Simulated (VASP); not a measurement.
# LiF (Fm-3m) in VASP: notebook

The runs below take LiF through single point, relaxation of cell and atoms, with r2SCAN, PBE.

Program: VASP 6.6.1. These are calculated values, not measurements. Logs are shortened: lines on timing, memory, paths and dates and some standing lists are left out, and cuts for length are marked.

**1. The cell of the first run**

The structure is cubic, space group Fm-3m (No. 225). The conventional cell has a = 3.990 Å, b = 3.990 Å, c = 3.990 Å, α = 90.00°, β = 90.00°, γ = 90.00°. Li (site symmetry m-3m) has 6 F at 1.99 Å within 2.6 Å. Within 2.6 Å of F (site symmetry m-3m) lie 6 Li at 1.99 Å.

**2. Single point, r2SCAN**

File POSCAR:

```
LiF
1.0
    0.0000000000      1.9948717717      1.9948717717
    1.9948717717      0.0000000000      1.9948717717
    1.9948717717      1.9948717717      0.0000000000
Li F
1 1
Direct
    0.0000000000      0.0000000000      0.0000000000
    0.5000000000      0.5000000000      0.5000000000
```

File INCAR.step1:

```
PREC     = Accurate       # precision mode
ENCUT    = 520            # plane-wave cutoff, eV
ISMEAR   = -1             # smearing method
SIGMA    = 0.02           # smearing width, eV
LREAL    = F              # projectors in reciprocal space
LASPH    = T              # aspherical terms in the spheres
NELM     = 80             # most SCF steps
NBANDS   = 12             # bands
GGA      = PE             # functional
ALGO     = Normal         # electronic algorithm
EDIFF    = 1E-4           # SCF threshold, eV
LWAVE    = T              # write WAVECAR
LCHARG   = F              # write CHGCAR
```

File INCAR.step2:

```
PREC     = Accurate       # precision mode
ENCUT    = 520            # plane-wave cutoff, eV
EDIFF    = 1E-6           # SCF threshold, eV
ISMEAR   = -1             # smearing method
SIGMA    = 0.02           # smearing width, eV
LREAL    = F              # projectors in reciprocal space
LASPH    = T              # aspherical terms in the spheres
NELM     = 80             # most SCF steps
ALGO     = Normal         # electronic algorithm
ISIF     = 2              # what is computed and relaxed
LWAVE    = F              # write WAVECAR
LCHARG   = F              # write CHGCAR
METAGGA  = R2SCAN         # meta-GGA
LMIXTAU  = T            
NBANDS   = 12             # bands
ISTART   = 1
```

File KPOINTS:

```
Automatic mesh
0
Gamma
  10 10 10
```

Potentials or basis: VASP PAW PBE potentials, release 64 (Li_sv, F).

Launch:

```console
> cat potpaw_PBE.64/Li_sv/POTCAR potpaw_PBE.64/F/POTCAR > POTCAR
> cp INCAR.step1 INCAR
> mpirun -np 1 vasp_std > vasp.out
> cp INCAR.step2 INCAR
> mpirun -np 1 vasp_std > vasp.out
```

OUTCAR:

```text
PREC = Accurate
   ENCUT = 520
   EDIFF = 1E-6
   ISMEAR = -1
   LREAL = F
   LASPH = T
   NELM = 80
   ISIF = 2
   METAGGA = R2SCAN
   ISTART = 1

 ion  position               nearest neighbor table
   1  0.000  0.000  0.000-   2 1.99   2 1.99   2 1.99   2 1.99   2 1.99   2 1.99
   2  0.500  0.500  0.500-   1 1.99   1 1.99   1 1.99   1 1.99   1 1.99   1 1.99

  LATTYP: Found a face centered cubic cell.
 ALAT       =     3.9897435434

  Lattice vectors:

 A1 = (   0.0000000000,   1.9948717717,   1.9948717717)
 A2 = (   1.9948717717,   0.0000000000,   1.9948717717)
 A3 = (   1.9948717717,   1.9948717717,   0.0000000000)

Analysis of symmetry for initial positions (statically):
=====================================================================
 Subroutine PRICEL returns:
 Original cell was already a primitive cell.

 Routine SETGRP: Setting up the symmetry group for a
 face centered cubic supercell.

 Subroutine GETGRP returns: Found 48 space group operations
 (whereof 48 operations were pure point group operations)
 out of a pool of 48 trial point group operations.

The static configuration has the point symmetry O_h .

Analysis of symmetry for dynamics (positions and initial velocities):
=====================================================================
 Subroutine PRICEL returns:
 Original cell was already a primitive cell.

 Routine SETGRP: Setting up the symmetry group for a
 face centered cubic supercell.

 Subroutine GETGRP returns: Found 48 space group operations
 (whereof 48 operations were pure point group operations)
 out of a pool of 48 trial point group operations.

The dynamic configuration has the point symmetry O_h .

 Subroutine INISYM returns: Found 48 space group operations
 (whereof 48 operations are pure point group operations),
 and found     1 'primitive' translations

----------------------------------------------------------------------------------------

                                     Primitive cell

  volume of cell :      15.8772

  direct lattice vectors                    reciprocal lattice vectors
     0.000000000  1.994871772  1.994871772    -0.250642676  0.250642676  0.250642676
     1.994871772  0.000000000  1.994871772     0.250642676 -0.250642676  0.250642676
     1.994871772  1.994871772  0.000000000     0.250642676  0.250642676 -0.250642676

  length of vectors
     2.821174715  2.821174715  2.821174715     0.434125850  0.434125850  0.434125850

  position of ions in fractional coordinates (direct lattice)
     0.000000000  0.000000000  0.000000000
     0.500000000  0.500000000  0.500000000

  ion indices of the primitive-cell ions
   primitive index   ion index
                 1           1
                 2           2

----------------------------------------------------------------------------------------

 KPOINTS: Automatic mesh

Automatic generation of k-mesh.
 Grid dimensions read from file:
 generate k-points for:   10   10   10

 Generating k-lattice:

  Cartesian coordinates                     Fractional coordinates (reciprocal lattice)
    -0.025064268  0.025064268  0.025064268     0.100000000  0.000000000  0.000000000
     0.025064268 -0.025064268  0.025064268     0.000000000  0.100000000  0.000000000
     0.025064268  0.025064268 -0.025064268     0.000000000  0.000000000  0.100000000

  Length of vectors
     0.043412585  0.043412585  0.043412585

  Shift w.r.t. Gamma in fractional coordinates (k-lattice)
     0.000000000  0.000000000  0.000000000

 Subroutine IBZKPT returns following result:
 ===========================================

 Found     47 irreducible k-points:

 Following reciprocal coordinates:
            Coordinates               Weight
  0.000000  0.000000  0.000000      1.000000
  0.100000  0.000000  0.000000      8.000000
  0.200000  0.000000  0.000000      8.000000
  0.300000  0.000000  0.000000      8.000000
  0.400000  0.000000  0.000000      8.000000
  0.500000  0.000000  0.000000      4.000000
[... 16 lines left out ...]
  0.300000  0.300000  0.000000      6.000000
  0.400000  0.300000  0.000000     24.000000
 [... further k-points ...]
   k-points           NKPTS =     47   k-points in BZ     NKDIM =     47   number of bands    NBANDS=     12
   number of dos      NEDOS =    301   number of ions     NIONS =      2
   total plane-waves  NPLWV =  13824
   dimension x,y,z NGX =    24 NGY =   24 NGZ =   24
   dimension x,y,z NGXF=    48 NGYF=   48 NGZF=   48
   ions per type =               1   1
   NGX,Y,Z   is equivalent  to a cutoff of  14.14, 14.14, 14.14 a.u.
   NGXF,Y,Z  is equivalent  to a cutoff of  28.29, 28.29, 28.29 a.u.
 SYSTEM =  unknown system
   PREC   = accura    normal or accurate (medium, high low for compatibility)
   ISTART =      1    job   : 0-new  1-cont  2-samecut
   ICHARG =      0    charge: 1-file 2-atom 10-const
   ISPIN  =      1    spin polarized calculation?
   LNONCOLLINEAR =      F non collinear calculations
   LSORBIT =      F    spin-orbit coupling
   LASPH  =      T    aspherical Exc in radial PAW
   ENCUT  =  520.0 eV  38.22 Ry    6.18 a.u.   5.25  5.25  5.25*2*pi/ulx,y,z
   NELM   =     80;   NELMIN=  2; NELMDL=  0     # of ELM steps
   EDIFF  = 0.1E-05   stopping-criterion for ELM
   LREAL  =      F    real-space projection
   EDIFFG = 0.1E-04   stopping-criterion for IOM
   NSW    =      0    number of steps for IOM
   IBRION =     -1    ionic relax: 0-MD 1-quasi-New 2-CG
   NFREE  =      0    steps in history (QN), initial steepest desc. (CG)
   ISIF   =      2    stress and relaxation
   ISYM   =      2    0-nonsym 1-usesym 2-fastsym
   POTIM  = 0.5000    time-step for ionic-motion
   TEBEG  =    0.0;   TEEND  =   0.0 temperature during run
   PSTRESS=    0.0 pullay stress
   NELECT =      10.0000    total number of electrons
   NUPDOWN=      -1.0000    fix difference up-down
   EMIN   =  10.00;   EMAX   =-10.00  energy-range for DOS
   EFERMI =   0.00;   METHOD = LEGACY
   ISMEAR =    -1;   SIGMA  =   0.02  broadening in eV -4-tet -1-fermi 0-gaus
   EFERMI_NEDOS =   21; number of points for ismear=-14 and -15
   IALGO  =     38    algorithm
   IMIX   =      4    mixing-type and parameters
     AMIX     =   0.40;   BMIX     =  1.00
     AMIX_MAG =   1.60;   BMIX_MAG =  1.00
  volume/ion in A,a.u.               =       7.94        53.57
  Fermi-wavevector in a.u.,A,eV,Ry     =   1.403298  2.651848 26.793201  1.969245
  Thomas-Fermi vector in A             =   2.525974
   LORBIT       =      0    0 simple, 1 ext, 2 COOP (PROOUT), +10 PAW based schemes
   METAGGA = R2SCAN    functional components
   LHFCALC =     F    Hartree Fock is set to
   AEXX    =    0.0000 exact exchange contribution
   IVDW    =     0    specifies the selected vdW correction
   LEPSILON=     F    determine dielectric tensor
   LRPA    =     F    only Hartree local field effects (RPA)
 non-spin polarized calculation
  energy-cutoff  :      520.00
  volume of cell :       15.88
 maximum number of plane-waves:       444
 NGX is ok and might be reduce to    24
   NGX = 11   NGY = 11   NGZ = 11

 number of electron       9.9999997 magnetization

 Free energy of the ion-electron system (eV)
  ---------------------------------------------------
  ext. energy  EPLUGINS =         0.00000000
  ---------------------------------------------------
  free energy    TOTEN  =       -11.90316123 eV

  energy without entropy =      -11.90316123  energy(sigma->0) =      -11.90316123

 E-fermi :  -0.8203     XC(G=0): -10.6974

 val. band max:       -1.4644008797   @ k =   0.0000   0.0000   0.0000
 cond. band min:       9.0885917016   @ k =   0.0000   0.0000   0.0000
 fundamental gap:     10.5529925813
 Fermi energy:        -0.8203470490

 k-point     1 :       0.0000    0.0000    0.0000
  band No.  band energies     occupation
      1     -43.4753      2.00000
      2     -22.6393      2.00000
      3      -1.4644      2.00000
      4      -1.4644      2.00000
      5      -1.4644      2.00000
      6       9.0886      0.00000
      7      24.3057      0.00000
      8      24.3057      0.00000
      9      24.3058      0.00000
     10      25.0277      0.00000
     11      25.0277      0.00000
     12      25.0288      0.00000

 k-point     2 :       0.1000    0.0000    0.0000
  band No.  band energies     occupation
      1     -43.4692      2.00000
      2     -22.6008      2.00000
      3      -1.7525      2.00000
      4      -1.4898      2.00000
      5      -1.4898      2.00000
      6       9.3674      0.00000
      7      21.4618      0.00000
      8      23.2615      0.00000
      9      23.2621      0.00000
     10      25.7286      0.00000
     11      25.7288      0.00000
     12      26.1494      0.00000

 k-point     3 :       0.2000    0.0000    0.0000
  band No.  band energies     occupation
      1     -43.4531      2.00000
      2     -22.4967      2.00000
      3      -2.4517      2.00000
      4      -1.5549      2.00000
      5      -1.5549      2.00000
      6       9.9850      0.00000
      7      18.9102      0.00000
      8      21.7057      0.00000
      9      21.7064      0.00000
     10      26.9824      0.00000
     11      26.9824      0.00000
     12      27.1758      0.00000

 k-point     4 :       0.3000    0.0000    0.0000
  band No.  band energies     occupation
      1     -43.4331      2.00000
      2     -22.3626      2.00000
      3      -3.2355      2.00000
      4      -1.6328      2.00000
      5      -1.6328      2.00000
      6      10.4634      0.00000
      7      17.4774      0.00000
      8      20.3734      0.00000
      9      20.3741      0.00000
     10      28.6114      0.00000
     11      28.7187      0.00000
     12      28.7189      0.00000

 k-point     5 :       0.4000    0.0000    0.0000
  band No.  band energies     occupation
      1     -43.4170      2.00000
      2     -22.2498      2.00000
      3      -3.8239      2.00000
      4      -1.6938      2.00000
      5      -1.6938      2.00000
      6      10.5632      0.00000
      7      17.0550      0.00000
      8      19.5113      0.00000
      9      19.5120      0.00000
     10      30.2652      0.00000
     11      30.5905      0.00000
     12      30.5908      0.00000
[... 228 lines left out ...]
      1     -43.4121      2.00000
      2     -22.1798      2.00000
      3      -3.5114      2.00000
      4      -2.6669      2.00000
      5      -1.7316      2.00000
      6      11.8198      0.00000
      7      15.9063      0.00000
      8      19.8212      0.00000
      9      20.0140      0.00000
     10      29.3171      0.00000
     11      29.4550      0.00000
     12      30.2742      0.00000

 k-point    22 :      -0.2000    0.2000    0.0000
  band No.  band energies     occupation
      1     -43.4269      2.00000
      2     -22.3016      2.00000
      3      -3.0910      2.00000
      4      -2.3719      2.00000
      5      -1.5899      2.00000
      6      11.2009      0.00000
      7      16.6499      0.00000
      8      20.3685      0.00000
      9      20.4360      0.00000
     10      27.3802      0.00000
     11      28.5025      0.00000
     12      30.6195      0.00000

 k-point    23 :       0.3000    0.3000    0.0000
  band No.  band energies     occupation
      1     -43.4215      2.00000
      2     -22.2167      2.00000
      3      -3.4162      2.00000
      4      -2.1626      2.00000
      5      -2.1626      2.00000
      6      12.2695      0.00000
      7      17.6399      0.00000
      8      19.5672      0.00000
      9      20.9305      0.00000
     10      20.9308      0.00000
     11      35.0245      0.00000
     12      35.4825      0.00000

 k-point    24 :       0.4000    0.3000    0.0000
  band No.  band energies     occupation
      1     -43.4096      2.00000
      2     -22.1043      2.00000
      3      -3.8570      2.00000
      4      -2.3808      2.00000
      5      -2.2668      2.00000
      6      13.1001      0.00000
      7      16.5904      0.00000
      8      19.0600      0.00000
      9      20.6845      0.00000
     10      21.6939      0.00000
     11      34.8547      0.00000
     12      35.4720      0.00000

 [... further k-points ...]
[... 5 lines left out ...]
  --------------------------------------------------------------------------------------
  -------------------------------------------------------------------------------------
  Total       -0.0754020     -0.0754020     -0.0754020      0.0000000     -0.0000000      0.0000000
  in kB       -7.6088452     -7.6088452     -7.6088452      0.0000000     -0.0000000      0.0000000
  external PRESSURE =      -7.6088452 kB  Pullay stress =       0.0000000 kB

 VOLUME and BASIS-vectors are now :
 -----------------------------------------------------------------------------
  energy-cutoff  :      520.00
  volume of cell :       15.88
      direct lattice vectors                 reciprocal lattice vectors
     0.000000000  1.994871772  1.994871772    -0.250642676  0.250642676  0.250642676
     1.994871772  0.000000000  1.994871772     0.250642676 -0.250642676  0.250642676
     1.994871772  1.994871772  0.000000000     0.250642676  0.250642676 -0.250642676

 POSITION                                       TOTAL-FORCE (eV/Angst)
 -----------------------------------------------------------------------------------
      0.00000      0.00000      0.00000        -0.000000     -0.000000      0.000000
      1.99487      1.99487      1.99487         0.000000      0.000000     -0.000000
 -----------------------------------------------------------------------------------
    total drift:                               -0.000000     -0.000000      0.000000

  FREE ENERGIE OF THE ION-ELECTRON SYSTEM (eV)
  ---------------------------------------------------
  free  energy   TOTEN  =       -11.9031612257 eV

  energy  without entropy=      -11.9031612257  energy(sigma->0) =      -11.90316123
```

Wall time 22 s (1 thread of Intel Xeon Platinum 8488C (Sapphire Rapids), shared host); peak memory 0.13 GiB.

What came out:

```
Free energy            : -11.9032 eV
Band gap on the k mesh : 10.55 eV, direct
```

Levels at points of the mesh, in eV from the valence-band top:
| k point | band 2 | band 3 | band 4 | band 5 | band 6 | band 7 | band 8 | band 9 |
| --- | --- | --- | --- | --- | --- | --- | --- | --- |
| (0.00, 0.00, 0.00) | -21.17 | 0.00 | 0.00 | 0.00 | 10.55 | 25.77 | 25.77 | 25.77 |
| (0.50, 0.00, 0.00) | -20.74 | -2.58 | -0.25 | -0.25 | 11.99 | 18.50 | 20.68 | 20.68 |
| (0.50, 0.50, 0.00) | -20.46 | -3.13 | -1.05 | -1.05 | 16.35 | 17.59 | 19.49 | 22.28 |

Caveat: the cutoff is under 1.25 times the usual one of these potentials, so pressure, stress and relaxed cells hold a basis-set (Pulay) error; the PAW data sets were made with another functional, which shifts forces and pressure a little.

**3. Single point, r2SCAN**

POSCAR is that of step 2.

File INCAR.step1:

```
PREC = Accurate
ENCUT = 520
ISMEAR = 0
SIGMA = 0.01
LREAL = F
LASPH = T
NELM = 60
NBANDS = 12
GGA = PE
ALGO = Normal
EDIFF = 1E-4
LWAVE = T
LCHARG = F
```

File INCAR.step2:

```
PREC = Accurate
ENCUT = 520
EDIFF = 1E-7
ISMEAR = 0
SIGMA = 0.01
LREAL = F
LASPH = T
NELM = 60
ALGO = Normal
ISIF = 2
LWAVE = F
LCHARG = T
METAGGA = R2SCAN
LMIXTAU = T
LELF = T
LVHAR = T
NBANDS = 12
ISTART = 1
```

KPOINTS is that of step 2.

Potentials or basis: VASP PAW PBE potentials, release 64 (Li_sv, F).

Launch:

```console
> cat potpaw_PBE.64/Li_sv/POTCAR potpaw_PBE.64/F/POTCAR > POTCAR
> cp INCAR.step1 INCAR
> mpirun -np 1 vasp_std > vasp.out
> cp INCAR.step2 INCAR
> mpirun -np 1 vasp_std > vasp.out
```

It took 25 s on 1 thread of Intel Xeon Platinum 8488C (Sapphire Rapids), shared host; peak memory 0.13 GiB.

The run converged. Its results:

| Item | Value |
| --- | --- |
| Free energy | -11.9032 eV |
| Band gap on the k mesh | 10.55 eV, direct |

Levels at points of the mesh, in eV from the valence-band top:
```csv
k point,band 2,band 3,band 4,band 5,band 6,band 7,band 8,band 9
"(0.00, 0.00, 0.00)",-21.17,0.00,0.00,0.00,10.55,25.77,25.77,25.77
"(0.50, 0.00, 0.00)",-20.74,-2.58,-0.25,-0.25,11.99,18.50,20.68,20.68
"(0.50, 0.50, 0.00)",-20.46,-3.13,-1.05,-1.05,16.35,17.59,19.49,22.28
```

Caveat: the cutoff is under 1.25 times the usual one of these potentials, so pressure, stress and relaxed cells hold a basis-set (Pulay) error; the PAW data sets were made with another functional, which shifts forces and pressure a little. A k mesh can miss the band edges.

(Part 1 of 3 ends here.)
